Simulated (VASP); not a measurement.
# SnPt (P6_3/mmc) in VASP: relaxation of cell and atoms with LDA

Aim: the relaxation of cell and atoms of SnPt with LDA.

Everything below comes from runs of VASP 6.6.1. Logs are shortened: lines on timing, memory, paths and dates and some standing lists are left out, and cuts for length are marked.

### 1 The cell of the first run

It takes space group P6_3/mmc (No. 194, hexagonal). Conventional cell: a = 4.185 Å, b = 4.185 Å, c = 5.510 Å, α = 90.00°, β = 90.00°, γ = 120.00°. Within 3.7 Å of Sn (site symmetry -6m2) lie 6 Pt at 2.78 Å and 6 Sn at 3.66 Å. Pt (site symmetry -3m) has 2 Pt at 2.76 Å and 6 Sn at 2.78 Å within 3.6 Å.

### 2 Relaxation of cell and atoms, LDA

Contents of INCAR:

```
SYSTEM = SnPt
  PREC = Accurate
  ENCUT = 500
  EDIFF = 1E-7
  ISMEAR = 0
  SIGMA = 0.1
  LREAL = .False.
  LASPH = .True.
  NELM = 120
  ALGO = Normal
  ISIF = 3
  LWAVE = .False.
  LCHARG = .False.
  GGA = CA
  IBRION = 2
  NSW = 70
  EDIFFG = -0.005
  GGA_COMPAT = .False.
  NELMIN = 4
```

Contents of KPOINTS:

```
regular mesh
0
Gamma
  12 12 8
  0 0 0
```

Contents of POSCAR:

```
SnPt
1.0
    4.1848680144      0.0000000000      0.0000000000
   -2.0924340072      3.6242020120      0.0000000000
    0.0000000000      0.0000000000      5.5101336230
Sn Pt
2 2
Direct
    0.3333333333      0.6666666667      0.2500000000
    0.6666666667      0.3333333333      0.7500000000
    0.0000000000      0.0000000000      0.0000000000
    0.0000000000      0.0000000000      0.5000000000
```

Potentials or basis: VASP PAW LDA potentials, release 64 (Sn_d, Pt_sv_GW).

Command:

```sh
cat potpaw_LDA.64/Sn_d/POTCAR potpaw_LDA.64/Pt_sv_GW/POTCAR > POTCAR
mpirun -np 1 vasp_std > vasp.out
```

OUTCAR:

```text
SYSTEM = SnPt
   PREC = Accurate
   ENCUT = 500
   EDIFF = 1E-7
   ISMEAR = 0
   LREAL = .False.
   LASPH = .True.
   NELM = 120
   ISIF = 3
   GGA = CA
   IBRION = 2
   NSW = 70
   EDIFFG = -0.005
   NELMIN = 4

 ion  position               nearest neighbor table
   1  0.333  0.667  0.250-   3 2.78   4 2.78   3 2.78   4 2.78   3 2.78   4 2.78   2 3.66   2 3.66
                             2 3.66   2 3.66   2 3.66   2 3.66
   2  0.667  0.333  0.750-   3 2.78   4 2.78   3 2.78   4 2.78   3 2.78   4 2.78   1 3.66   1 3.66
                             1 3.66   1 3.66   1 3.66   1 3.66
   3  0.000  0.000  0.000-   4 2.76   4 2.76   1 2.78   2 2.78   2 2.78   1 2.78   2 2.78   1 2.78

   4  0.000  0.000  0.500-   3 2.76   3 2.76   1 2.78   2 2.78   2 2.78   1 2.78   2 2.78   1 2.78

  LATTYP: Found a hexagonal cell.
 ALAT       =     4.1848680144
 C/A-ratio  =     1.3166803837

  Lattice vectors:

 A1 = (   4.1848680144,   0.0000000000,   0.0000000000)
 A2 = (  -2.0924340072,   3.6242020120,   0.0000000000)
 A3 = (   0.0000000000,   0.0000000000,   5.5101336230)

Analysis of symmetry for initial positions (statically):
=====================================================================
 Subroutine PRICEL returns:
 Original cell was already a primitive cell.

 Routine SETGRP: Setting up the symmetry group for a
 hexagonal supercell.

 Subroutine GETGRP returns: Found 24 space group operations
 (whereof 12 operations were pure point group operations)
 out of a pool of 24 trial point group operations.

The static configuration has the point symmetry D_3d.
 The point group associated with its full space group is D_6h.

Analysis of symmetry for dynamics (positions and initial velocities):
=====================================================================
 Subroutine PRICEL returns:
 Original cell was already a primitive cell.

 Routine SETGRP: Setting up the symmetry group for a
 hexagonal supercell.

 Subroutine GETGRP returns: Found 24 space group operations
 (whereof 12 operations were pure point group operations)
 out of a pool of 24 trial point group operations.

The dynamic configuration has the point symmetry D_3d.
 The point group associated with its full space group is D_6h.

 Subroutine INISYM returns: Found 24 space group operations
 (whereof 12 operations are pure point group operations),
 and found     1 'primitive' translations

----------------------------------------------------------------------------------------

                                     Primitive cell

  volume of cell :      83.5711

  direct lattice vectors                    reciprocal lattice vectors
     4.184868014  0.000000000  0.000000000     0.238956162  0.137961405  0.000000000
[... 101 lines left out ...]
   NELECT =      64.0000    total number of electrons
   NUPDOWN=      -1.0000    fix difference up-down
   EMIN   =  10.00;   EMAX   =-10.00  energy-range for DOS
   EFERMI =   0.00;   METHOD = LEGACY
   ISMEAR =     0;   SIGMA  =   0.10  broadening in eV -4-tet -1-fermi 0-gaus
   EFERMI_NEDOS =   21; number of points for ismear=-14 and -15
   IALGO  =     38    algorithm
   IMIX   =      4    mixing-type and parameters
     AMIX     =   0.40;   BMIX     =  1.00
     AMIX_MAG =   1.60;   BMIX_MAG =  1.00
  volume/ion in A,a.u.               =      20.89       140.99
  Fermi-wavevector in a.u.,A,eV,Ry     =   1.497785  2.830403 30.522752  2.243359
  Thomas-Fermi vector in A             =   2.609628
   LORBIT       =      0    0 simple, 1 ext, 2 COOP (PROOUT), +10 PAW based schemes
   GGA     = CA    functional components
   LHFCALC =     F    Hartree Fock is set to
   AEXX    =    0.0000 exact exchange contribution
   IVDW    =     0    specifies the selected vdW correction
   LEPSILON=     F    determine dielectric tensor
   LRPA    =     F    only Hartree local field effects (RPA)
 conjugate gradient relaxation of ions
 non-spin polarized calculation
 Gauss-broadening in eV      SIGMA  =   0.10
  energy-cutoff  :      500.00
  volume of cell :       83.57
 maximum number of plane-waves:      2168
 NGX is ok and might be reduce to    32
   NGX = 15   NGY = 15   NGZ = 21

--------------------------------------- Ionic step        1  -------------------------------------------

 number of electron      63.9999982 magnetization

 Free energy of the ion-electron system (eV)
  ---------------------------------------------------
  ext. energy  EPLUGINS =         0.00000000
  ---------------------------------------------------
  free energy    TOTEN  =       -25.87974537 eV

  energy without entropy =      -25.87176034  energy(sigma->0) =      -25.87575286

------------------------ aborting loop because EDIFF is reached ----------------------------------------

  FORCE on cell =-STRESS in cart. coord.  units (eV):
  Direction    XX          YY          ZZ          XY          YZ          ZX
  --------------------------------------------------------------------------------------
  -------------------------------------------------------------------------------------
  Total       -4.7673189     -4.7673189     -5.2599234      0.0000000     -0.0000000      0.0000000
  in kB      -91.3962744    -91.3962744   -100.8402025      0.0000000     -0.0000000      0.0000000
  external PRESSURE =     -94.5442504 kB  Pullay stress =       0.0000000 kB
[... 25 lines left out ...]
--------------------------------------- Ionic step        2  -------------------------------------------

 number of electron      63.9999994 magnetization

 E-fermi :  11.6683     XC(G=0): -12.9812

 val. band max:       11.6670288969   @ k =   0.1667   0.1667   0.2500
 cond. band min:      11.6806159344   @ k =   0.3333   0.0000   0.0000
 fundamental gap:      0.0135870374
 Fermi energy:        11.6683194269

 k-point     1 :       0.0000    0.0000    0.0000
  band No.  band energies     occupation
      1     -87.2418      2.00000
      2     -87.2110      2.00000
      3     -42.0774      2.00000
      4     -41.7052      2.00000
      5     -41.7052      2.00000
      6     -41.6496      2.00000
[... 1240 lines left out ...]
--------------------------------------- Ionic step        9  -------------------------------------------

 number of electron      64.0000015 magnetization

 Free energy of the ion-electron system (eV)
  ---------------------------------------------------
  ext. energy  EPLUGINS =         0.00000000
  ---------------------------------------------------
  free energy    TOTEN  =       -26.05303969 eV

  energy without entropy =      -26.04603040  energy(sigma->0) =      -26.04953504

 E-fermi :   9.7501     XC(G=0): -12.3231

 val. band max:        9.7476312196   @ k =   0.3333   0.0000   0.0000
 cond. band min:       9.7549603905   @ k =   0.4167   0.0000   0.2500
 fundamental gap:      0.0073291708
 Fermi energy:         9.7501415244

 k-point     1 :       0.0000    0.0000    0.0000
  band No.  band energies     occupation
      1     -88.7533      2.00000
      2     -88.7379      2.00000
      3     -43.4648      2.00000
      4     -43.1863      2.00000
      5     -43.1863      2.00000
      6     -43.1548      2.00000
[... 1006 lines left out ...]
  FREE ENERGIE OF THE ION-ELECTRON SYSTEM (eV)
  ---------------------------------------------------
  free  energy   TOTEN  =       -26.0530396876 eV

  energy  without entropy=      -26.0460303995  energy(sigma->0) =      -26.04953504

 reached required accuracy - stopping structural energy minimisation
```

OSZICAR:

```text
N       E                     dE             d eps       ncg     rms          rms(c)
DAV:   1     0.104931490196E+04    0.10493E+04   -0.33798E+04  8448   0.255E+03
DAV:   2     0.125449595911E+03   -0.92387E+03   -0.90006E+03  7690   0.800E+02
DAV:   3    -0.205440598430E+02   -0.14599E+03   -0.13844E+03  8652   0.256E+02
[... 104 lines left out ...]
DAV:   5    -0.260530383314E+02   -0.18209E-05   -0.43577E-05  7684   0.515E-02    0.667E-02
DAV:   6    -0.260530382266E+02    0.10480E-06   -0.32895E-06  7578   0.154E-02    0.597E-02
DAV:   7    -0.260530386865E+02   -0.45994E-06   -0.29185E-07  6342   0.417E-03    0.195E-02
DAV:   8    -0.260530397075E+02   -0.10210E-05   -0.43142E-06  7862   0.184E-02    0.120E-01
DAV:   9    -0.260530396876E+02    0.19971E-07   -0.55408E-07  6658   0.431E-03
   9 F= -.26053040E+02 E0= -.26049535E+02  d E =-.534169E-04
```

CONTCAR:

```text
SnPt
   1.00000000000000
     4.0842706826578068    0.0000000000000000    0.0000000000000000
    -2.0421353413289034    3.5370821671551194   -0.0000000000000000
     0.0000000000000000   -0.0000000000000000    5.4040523821090760
  Sn              Pt
     2     2
Direct
     0.3333333332999970    0.6666666667000030    0.2500000000000000
     0.6666666667000030    0.3333333332999970    0.7500000000000000
     0.0000000000000000    0.0000000000000000    0.0000000000000000
     0.0000000000000000    0.0000000000000000    0.5000000000000000

  0.00000000E+00  0.00000000E+00  0.00000000E+00
  0.00000000E+00  0.00000000E+00  0.00000000E+00
  0.00000000E+00  0.00000000E+00  0.00000000E+00
  0.00000000E+00  0.00000000E+00  0.00000000E+00
```

It took 24 min on 1 thread of Intel Xeon 6975P-C (Granite Rapids), shared host; peak memory 0.34 GiB.

Results:

| Item | Value |
| --- | --- |
| Free energy | -26.0530 eV |
| Relaxed volume | 19.52 Å³/atom |
| Relaxed cell | a = 4.084 Å, b = 4.084 Å, c = 5.404 Å, α = 90.00°, β = 90.00°, γ = 120.00° |
| Space group after relaxing (to 0.1 Å) | P6_3/mmc (No. 194) |
| Energy gained by relaxing | 43.3 meV/atom |
| Ionic steps | 9 |
| Pressure after relaxing | 0.0 GPa |
| Band gap on the k mesh | zero (bands 32 and 33 overlap by 4.18 eV) |

The path:
```
step  energy change (eV)  largest force (eV/Å)  pressure (GPa)  volume (Å³)
   1              0.0000                0.0000           -9.45        83.57
   2              0.4658                0.0000           26.41        69.53
   3             -0.1713                0.0000           -0.48        78.35
   4             -0.1715                0.0000           -0.11        78.18
   5             -0.1715                0.0000            0.12        78.08
   6             -0.1732                0.0000            0.20        77.97
   7             -0.1732                0.0000            0.18        77.98
   8             -0.1732                0.0000           -0.27        78.20
   9             -0.1733                0.0000           -0.02        78.07
```

Final structure:
```yaml
crystal:
  lattice:
    - [4.08427, 0.00000, 0.00000]
    - [-2.04214, 3.53708, 0.00000]
    - [0.00000, 0.00000, 5.40405]
  atoms:
    - { symbol: Sn, position: [0.33333, 0.66667, 0.25000] }
    - { symbol: Sn, position: [0.66667, 0.33333, 0.75000] }
    - { symbol: Pt, position: [0.00000, 0.00000, 0.00000] }
    - { symbol: Pt, position: [0.00000, 0.00000, 0.50000] }
```

Caveat: spin-orbit coupling is left out, which moves the levels of the heavy elements. LDA usually gives volumes a few per cent too small.
